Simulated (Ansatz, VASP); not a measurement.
# BAs: VASP beside Ansatz

Contents of INCAR:

```
SYSTEM = BAs
PREC = Accurate ; ENCUT = 500
EDIFF = 1E-6 ; ISMEAR = 0
SIGMA = 0.02 ; LREAL = .FALSE.
LASPH = .TRUE. ; NELM = 120
ALGO = Normal ; ISIF = 2
LWAVE = .FALSE. ; LCHARG = .TRUE.
GGA = PE ; LELF = .TRUE.
LVHAR = .TRUE. ; NBANDS = 11
GGA_COMPAT = .FALSE.
```

File KPOINTS:

```
Automatic mesh
0
G
  10 10 10
  0 0 0
```

File POSCAR:

```
BAs
1.0
    0.0000000000      2.3301980546      2.3301980546
    2.3301980546      0.0000000000      2.3301980546
    2.3301980546      2.3301980546      0.0000000000
B As
1 1
Direct
    0.0000000000      0.0000000000      0.0000000000
    0.2500000000      0.2500000000      0.2500000000
```

Input for Ansatz:

```yaml
crystal:
  lattice:
    - [0.0, 2.3301980546, 2.3301980546]
    - [2.3301980546, 0.0, 2.3301980546]
    - [2.3301980546, 2.3301980546, 0.0]
  atoms:
    - { symbol: B, position: [0.0, 0.0, 0.0] }
    - { symbol: As, position: [0.25, 0.25, 0.25] }
basis:
  ecutwfc: 420
kpoints:
  mp_grid: { grid: [10, 10, 10] }
hamiltonian:
  xc: pbe
scf:
  occupations: { method: gaussian, width: 0.02 }
output:
  forces: true
  stress: true
  eigenvalues: true
```

Alike in both runs: task single point; functional PBE; k mesh 10 × 10 × 10; occupations gaussian, width 0.02 eV; no spin polarisation.

|  | VASP | Ansatz |
| --- | --- | --- |
| version | VASP 6.6.1 | Ansatz 0.2.0 |
| potentials or method | VASP PAW PBE potentials, release 64 (B, As), cutoff 500 eV | scalar-relativistic, plane waves, PAW |
| valence electrons in the cell | 8 | 18 |

|  | VASP | Ansatz | Ansatz less VASP |
| --- | --- | --- | --- |
| gap on the k mesh at the Fermi level (eV) | 1.10 | 1.11 | +0.010 |
| least direct gap on the mesh (eV) | 3.37 | 3.38 | +0.004 |
| pressure (GPa) | 16.0 | 15.0 | -0.94 |

VASP's potentials hold 8 valence electrons a cell and Ansatz's 18, so a difference there can come from the potentials and not from the codes.
